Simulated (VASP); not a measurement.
# H (Cmce) in VASP: a series of runs

H is run at these levels: LDA; tasks: single point.

Everything below comes from runs of VASP 6.6.1. Logs are shortened: lines on timing, memory, paths and dates and some standing lists are left out, and cuts for length are marked.

**1. The cell of the first run**

Symmetry: Cmce, No. 64, orthorhombic system. The conventional cell has a = 5.142 Å, b = 5.031 Å, c = 4.142 Å, α = 90.00°, β = 90.00°, γ = 90.00°. H (site symmetry m) has 1 H at 0.74 Å within 1.0 Å.

**2. Single point, LDA (strain -0.0200 x Voigt [1, 1, 0, 0, 0, 0])**

Input file INCAR:

```
SYSTEM = H
  PREC = Accurate
  ENCUT = 520
  EDIFF = 1E-7
  ISMEAR = 0
  SIGMA = 0.05
  LREAL = .FALSE.
  LASPH = .TRUE.
  NELM = 80
  ALGO = Normal
  ISIF = 2
  LWAVE = .FALSE.
  LCHARG = .FALSE.
  GGA = CA
  NBANDS = 10
```

Input file KPOINTS:

```
regular mesh
0
G
  6 6 6
  0 0 0
```

Input file POSCAR:

```
H
1.0
    2.5710117523     -2.5155667205      0.0000000000
    2.5710117523      2.5155667205      0.0000000000
    0.0000000000      0.0000000000      4.1418180000
H
4
Direct
    0.9532956300      0.0467043700      0.0685088900
    0.4532956300      0.5467043700      0.4314911100
    0.5467043700      0.4532956300      0.5685088900
    0.0467043700      0.9532956300      0.9314911100
```

Potentials or basis: VASP PAW LDA potentials, release 64 (H).

Run with:

```sh
> cat potpaw_LDA.64/H/POTCAR > POTCAR
> mpirun -np 1 vasp_std > vasp.out
```

OUTCAR:

```text
SYSTEM = H
   PREC = Accurate
   ENCUT = 520
   EDIFF = 1E-7
   ISMEAR = 0
   LREAL = .FALSE.
   LASPH = .TRUE.
   NELM = 80
   ISIF = 2
   GGA = CA

 ion  position               nearest neighbor table
   1  0.953  0.047  0.069-   4 0.74
   2  0.453  0.547  0.431-   3 0.74
   3  0.547  0.453  0.569-   2 0.74
   4  0.047  0.953  0.931-   1 0.74

  LATTYP: Found a base centered orthorhombic cell.
 ALAT       =     5.0311334410
 B/A-ratio  =     1.0220407717
 C/A-ratio  =     0.8232375564

  Lattice vectors:

 A1 = (  -2.5710117523,  -2.5155667205,   0.0000000000)
 A2 = (   2.5710117523,  -2.5155667205,   0.0000000000)
 A3 = (   0.0000000000,   0.0000000000,   4.1418180000)

Analysis of symmetry for initial positions (statically):
=====================================================================
 Subroutine PRICEL returns:
 Original cell was already a primitive cell.

 Routine SETGRP: Setting up the symmetry group for a
 base centered orthorhombic supercell.

 Subroutine GETGRP returns: Found  8 space group operations
 (whereof  4 operations were pure point group operations)
 out of a pool of  8 trial point group operations.

The static configuration has the point symmetry C_2h.
 The point group associated with its full space group is D_2h.

Analysis of symmetry for dynamics (positions and initial velocities):
=====================================================================
 Subroutine PRICEL returns:
 Original cell was already a primitive cell.

 Routine SETGRP: Setting up the symmetry group for a
 base centered orthorhombic supercell.

 Subroutine GETGRP returns: Found  8 space group operations
 (whereof  4 operations were pure point group operations)
 out of a pool of  8 trial point group operations.

The dynamic configuration has the point symmetry C_2h.
 The point group associated with its full space group is D_2h.

 Subroutine INISYM returns: Found  8 space group operations
 (whereof  4 operations are pure point group operations),
 and found     1 'primitive' translations

----------------------------------------------------------------------------------------

                                     Primitive cell

  volume of cell :      53.5748

  direct lattice vectors                    reciprocal lattice vectors
     2.571011752 -2.515566720  0.000000000     0.194475968 -0.198762369  0.000000000
     2.571011752  2.515566720  0.000000000     0.194475968  0.198762369  0.000000000
     0.000000000  0.000000000  4.141818000     0.000000000  0.000000000  0.241439870

  length of vectors
     3.596967800  3.596967800  4.141818000     0.278078013  0.278078013  0.241439870

  position of ions in fractional coordinates (direct lattice)
     0.953295630  0.046704370  0.068508890
     0.453295630  0.546704370  0.431491110
     0.546704370  0.453295630  0.568508890
     0.046704370  0.953295630  0.931491110

  ion indices of the primitive-cell ions
   primitive index   ion index
                 1           1
                 2           2
                 3           3
                 4           4

----------------------------------------------------------------------------------------

 KPOINTS: regular mesh

Automatic generation of k-mesh.
 Grid dimensions read from file:
 generate k-points for:    6    6    6

 Generating k-lattice:

  Cartesian coordinates                     Fractional coordinates (reciprocal lattice)
     0.032412661 -0.033127061  0.000000000     0.166666667  0.000000000  0.000000000
     0.032412661  0.033127061  0.000000000     0.000000000  0.166666667  0.000000000
     0.000000000  0.000000000  0.040239978     0.000000000  0.000000000  0.166666667

  Length of vectors
     0.046346336  0.046346336  0.040239978

  Shift w.r.t. Gamma in fractional coordinates (k-lattice)
     0.000000000  0.000000000  0.000000000

 Subroutine IBZKPT returns following result:
 ===========================================

 Found     52 irreducible k-points:

 Following reciprocal coordinates:
            Coordinates               Weight
  0.000000  0.000000  0.000000      1.000000
  0.166667  0.000000  0.000000      4.000000
  0.333333  0.000000  0.000000      4.000000
  0.500000  0.000000  0.000000      2.000000
  0.166667  0.166667  0.000000      2.000000
  0.333333  0.166667  0.000000      4.000000
[... 16 lines left out ...]
  0.333333  0.333333  0.166667      4.000000
  0.500000  0.333333  0.166667      8.000000
 [... further k-points ...]
   k-points           NKPTS =     52   k-points in BZ     NKDIM =     52   number of bands    NBANDS=     10
   number of dos      NEDOS =    301   number of ions     NIONS =      4
   total plane-waves  NPLWV =  25088
   dimension x,y,z NGX =    28 NGY =   28 NGZ =   32
   dimension x,y,z NGXF=    56 NGYF=   56 NGZF=   64
   ions per type =               4
   NGX,Y,Z   is equivalent  to a cutoff of  12.94, 12.94, 12.84 a.u.
   NGXF,Y,Z  is equivalent  to a cutoff of  25.88, 25.88, 25.69 a.u.
 SYSTEM =  H
   PREC   = accura    normal or accurate (medium, high low for compatibility)
   ISTART =      0    job   : 0-new  1-cont  2-samecut
   ICHARG =      2    charge: 1-file 2-atom 10-const
   ISPIN  =      1    spin polarized calculation?
   LNONCOLLINEAR =      F non collinear calculations
   LSORBIT =      F    spin-orbit coupling
   LASPH  =      T    aspherical Exc in radial PAW
   ENCUT  =  520.0 eV  38.22 Ry    6.18 a.u.   6.69  6.69  7.70*2*pi/ulx,y,z
   NELM   =     80;   NELMIN=  2; NELMDL= -5     # of ELM steps
   EDIFF  = 0.1E-06   stopping-criterion for ELM
   LREAL  =      F    real-space projection
   EDIFFG = 0.1E-05   stopping-criterion for IOM
   NSW    =      0    number of steps for IOM
   IBRION =     -1    ionic relax: 0-MD 1-quasi-New 2-CG
   NFREE  =      0    steps in history (QN), initial steepest desc. (CG)
   ISIF   =      2    stress and relaxation
   ISYM   =      2    0-nonsym 1-usesym 2-fastsym
   POTIM  = 0.5000    time-step for ionic-motion
   TEBEG  =    0.0;   TEEND  =   0.0 temperature during run
   PSTRESS=    0.0 pullay stress
   NELECT =       4.0000    total number of electrons
   NUPDOWN=      -1.0000    fix difference up-down
   EMIN   =  10.00;   EMAX   =-10.00  energy-range for DOS
   EFERMI =   0.00;   METHOD = LEGACY
   ISMEAR =     0;   SIGMA  =   0.05  broadening in eV -4-tet -1-fermi 0-gaus
   EFERMI_NEDOS =   21; number of points for ismear=-14 and -15
   IALGO  =     38    algorithm
   IMIX   =      4    mixing-type and parameters
     AMIX     =   0.40;   BMIX     =  1.00
     AMIX_MAG =   1.60;   BMIX_MAG =  1.00
  volume/ion in A,a.u.               =      13.39        90.39
  Fermi-wavevector in a.u.,A,eV,Ry     =   0.689352  1.302687  6.465577  0.475207
  Thomas-Fermi vector in A             =   1.770413
   LORBIT       =      0    0 simple, 1 ext, 2 COOP (PROOUT), +10 PAW based schemes
   GGA     = CA    functional components
   LHFCALC =     F    Hartree Fock is set to
   AEXX    =    0.0000 exact exchange contribution
   IVDW    =     0    specifies the selected vdW correction
   LEPSILON=     F    determine dielectric tensor
   LRPA    =     F    only Hartree local field effects (RPA)
 non-spin polarized calculation
 Gauss-broadening in eV      SIGMA  =   0.05
  energy-cutoff  :      520.00
  volume of cell :       53.57
 maximum number of plane-waves:      1456
   NGX = 13   NGY = 13   NGZ = 15

 number of electron       3.9999999 magnetization

 Free energy of the ion-electron system (eV)
  ---------------------------------------------------
  ext. energy  EPLUGINS =         0.00000000
  ---------------------------------------------------
  free energy    TOTEN  =       -13.49645991 eV

  energy without entropy =      -13.49645991  energy(sigma->0) =      -13.49645991

 E-fermi :  -8.1869     XC(G=0):  -5.5244

 val. band max:       -8.4035510954   @ k =   0.0000   0.0000   0.0000
 cond. band min:       0.2809745196   @ k =   0.5000   0.0000   0.5000
 fundamental gap:      8.6845256150
 Fermi energy:        -8.1869304416

 k-point     1 :       0.0000    0.0000    0.0000
  band No.  band energies     occupation
      1     -10.4601      2.00000
      2      -8.4036      2.00000
      3       2.4436      0.00000
      4       3.9899      0.00000
      5       4.6453      0.00000
      6       6.5135      0.00000
      7       6.6034      0.00000
      8       8.2096      0.00000
      9      10.6083      0.00000
     10      11.4789      0.00000

 k-point     2 :       0.1667    0.0000    0.0000
  band No.  band energies     occupation
      1     -10.2938      2.00000
      2      -8.4813      2.00000
      3       2.6146      0.00000
      4       3.5908      0.00000
      5       3.6884      0.00000
      6       5.9615      0.00000
      7       7.2708      0.00000
      8       9.4575      0.00000
      9      10.9279      0.00000
     10      11.3556      0.00000

 k-point     3 :       0.3333    0.0000    0.0000
  band No.  band energies     occupation
      1      -9.8437      2.00000
      2      -8.7590      2.00000
      3       2.3009      0.00000
      4       2.4008      0.00000
      5       3.9108      0.00000
      6       6.1520      0.00000
      7       8.0313      0.00000
      8       8.4528      0.00000
      9      10.3032      0.00000
     10      11.8868      0.00000

 k-point     4 :       0.5000    0.0000    0.0000
  band No.  band energies     occupation
      1      -9.2599      2.00000
      2      -9.2599      2.00000
      3       1.9648      0.00000
      4       1.9648      0.00000
      5       5.1219      0.00000
      6       5.1219      0.00000
      7       8.7283      0.00000
      8       8.7283      0.00000
      9       9.8789      0.00000
     10       9.8789      0.00000

 k-point     5 :       0.1667    0.1667    0.0000
  band No.  band energies     occupation
      1     -10.1536      2.00000
      2      -8.5124      2.00000
      3       2.9793      0.00000
      4       2.9834      0.00000
      5       3.2996      0.00000
      6       5.0971      0.00000
      7       8.8808      0.00000
      8       9.7997      0.00000
      9      10.4884      0.00000
     10      11.6095      0.00000

 k-point     6 :       0.3333    0.1667    0.0000
  band No.  band energies     occupation
      1      -9.7485      2.00000
      2      -8.7147      2.00000
      3       1.9295      0.00000
      4       2.5294      0.00000
      5       3.8395      0.00000
      6       5.5439      0.00000
      7       7.6675      0.00000
      8       8.9259      0.00000
      9      11.0083      0.00000
     10      11.2107      0.00000
[... 183 lines left out ...]
 k-point    21 :      -0.3333    0.1667    0.1667
  band No.  band energies     occupation
      1      -9.5994      2.00000
      2      -8.8223      2.00000
      3       1.5604      0.00000
      4       2.0374      0.00000
      5       3.9057      0.00000
      6       6.3751      0.00000
      7       7.2900      0.00000
      8       9.5892      0.00000
      9      10.3992      0.00000
     10      11.5757      0.00000

 k-point    22 :      -0.1667    0.1667    0.1667
  band No.  band energies     occupation
      1     -10.0075      2.00000
      2      -8.6465      2.00000
      3       1.8887      0.00000
      4       2.6150      0.00000
      5       4.2854      0.00000
      6       5.6560      0.00000
      7       8.5461      0.00000
      8       9.9509      0.00000
      9      10.5780      0.00000
     10      11.5072      0.00000

 k-point    23 :       0.3333    0.3333    0.1667
  band No.  band energies     occupation
      1      -9.3802      2.00000
      2      -8.7555      2.00000
      3       1.4130      0.00000
      4       2.1418      0.00000
      5       3.0709      0.00000
      6       6.4340      0.00000
      7       6.7064      0.00000
      8       8.2940      0.00000
      9      10.1421      0.00000
     10      10.1482      0.00000

 k-point    24 :       0.5000    0.3333    0.1667
  band No.  band energies     occupation
      1      -9.0674      2.00000
      2      -8.9300      2.00000
      3       1.0914      0.00000
      4       1.8768      0.00000
      5       3.8805      0.00000
      6       5.0945      0.00000
      7       7.4120      0.00000
      8       8.5503      0.00000
      9       8.9775      0.00000
     10       9.3658      0.00000

 [... further k-points ...]

------------------------ aborting loop because EDIFF is reached ----------------------------------------

  FORCE on cell =-STRESS in cart. coord.  units (eV):
  Direction    XX          YY          ZZ          XY          YZ          ZX
  --------------------------------------------------------------------------------------
  -------------------------------------------------------------------------------------
  Total       -0.2467582      0.4123117      0.7594122      0.0000000     -0.0000000      0.0000000
  in kB       -7.3794024     12.3303489     22.7105279      0.0000000     -0.0000000      0.0000000
  external PRESSURE =       9.2204915 kB  Pullay stress =       0.0000000 kB

 VOLUME and BASIS-vectors are now :
 -----------------------------------------------------------------------------
  energy-cutoff  :      520.00
  volume of cell :       53.57
      direct lattice vectors                 reciprocal lattice vectors
     2.571011752 -2.515566720  0.000000000     0.194475968 -0.198762369  0.000000000
     2.571011752  2.515566720  0.000000000     0.194475968  0.198762369  0.000000000
     0.000000000  0.000000000  4.141818000     0.000000000  0.000000000  0.241439870

 POSITION                                       TOTAL-FORCE (eV/Angst)
 -----------------------------------------------------------------------------------
      2.57101     -2.28059      0.28375         0.000000      0.741720      0.894990
      2.57101      0.23498      1.78716         0.000000      0.741720     -0.894990
      2.57101     -0.23498      2.35466         0.000000     -0.741720      0.894990
      2.57101      2.28059      3.85807         0.000000     -0.741720     -0.894990
 -----------------------------------------------------------------------------------
    total drift:                                0.000000      0.000000      0.000000

  FREE ENERGIE OF THE ION-ELECTRON SYSTEM (eV)
  ---------------------------------------------------
  free  energy   TOTEN  =       -13.4964599125 eV

  energy  without entropy=      -13.4964599125  energy(sigma->0) =      -13.49645991
```

Run time: 27 s. Hardware: 1 thread of Intel Xeon 8259CL, shared host; peak memory 0.14 GiB.

What came out:

- Free energy: -13.4965 eV
- Pressure: 0.9 GPa
- Largest force: 1.162 eV/Å
- Band gap on the k mesh: 8.68 eV (least direct gap 9.38 eV)

Forces on the atoms (eV/Å):
```
H    0.000  0.742  0.895
H    0.000  0.742 -0.895
H    0.000 -0.742  0.895
H    0.000 -0.742 -0.895
```

Caveat: the cell differs from its parent crystal (strain -0.0200 x Voigt [1, 1, 0, 0, 0, 0]); forces of over 1 eV/Å act on the atoms, so gaps and moduli don't describe the material at rest.

**3. Single point, LDA (strain -0.0100 x Voigt [1, 1, 0, 0, 0, 0])**

Changes to INCAR since step 2:

```diff
@@ -8,3 +8,3 @@
   LASPH = .TRUE.
-  NELM = 80
+  NELM = 60
   ALGO = Normal
@@ -13,3 +13,2 @@
   LCHARG = .FALSE.
-  GGA = CA
   NBANDS = 10
```

KPOINTS is that of step 2.

Changes to POSCAR since step 2:

```diff
@@ -2,4 +2,4 @@
 1.0
-    2.5710117523     -2.5155667205      0.0000000000
-    2.5710117523      2.5155667205      0.0000000000
+    2.5972465661     -2.5412357686      0.0000000000
+    2.5972465661      2.5412357686      0.0000000000
     0.0000000000      0.0000000000      4.1418180000
```

Potentials or basis: VASP PAW LDA potentials, release 64 (H).

Run with:

```sh
> cat potpaw_LDA.64/H/POTCAR > POTCAR
> mpirun -np 1 vasp_std > vasp.out
```

Wall time 26 s (1 thread of Intel Xeon 8259CL, shared host); peak memory 0.14 GiB.

Results (log left out):

```
Free energy            : -13.4990 eV
Pressure               : 0.7 GPa
Largest force          : 1.042 eV/Å
Band gap on the k mesh : 8.69 eV (least direct gap 9.37 eV)
```

Forces on the atoms (eV/Å):
```
H    0.000  0.669  0.799
H    0.000  0.669 -0.799
H    0.000 -0.669  0.799
H    0.000 -0.669 -0.799
```

Stress tensor (GPa, compression positive):
```
-0.72  0.00  0.00
 0.00  1.03  0.00
 0.00  0.00  1.91
```

Levels at points of the mesh, in eV from the valence-band top:
```tsv
k point	band 1	band 2	band 3	band 4	band 5
(0.00, 0.00, 0.00)	-2.00	0.00	10.90	12.29	12.90
(0.50, 0.00, 0.00)	-0.84	-0.84	10.34	10.34	13.50
(0.50, 0.50, 0.00)	-0.63	-0.45	9.09	9.83	13.94
(0.00, 0.00, 0.50)	-1.01	-1.01	10.08	10.08	15.36
(0.50, 0.00, 0.50)	-0.68	-0.68	8.69	8.69	15.46
(0.50, 0.50, 0.50)	-0.43	-0.43	10.59	10.59	11.99
```

Caveat: the cell differs from its parent crystal (strain -0.0100 x Voigt [1, 1, 0, 0, 0, 0]); forces of over 1 eV/Å act on the atoms, so gaps and moduli don't describe the material at rest. A k mesh can miss the band edges.
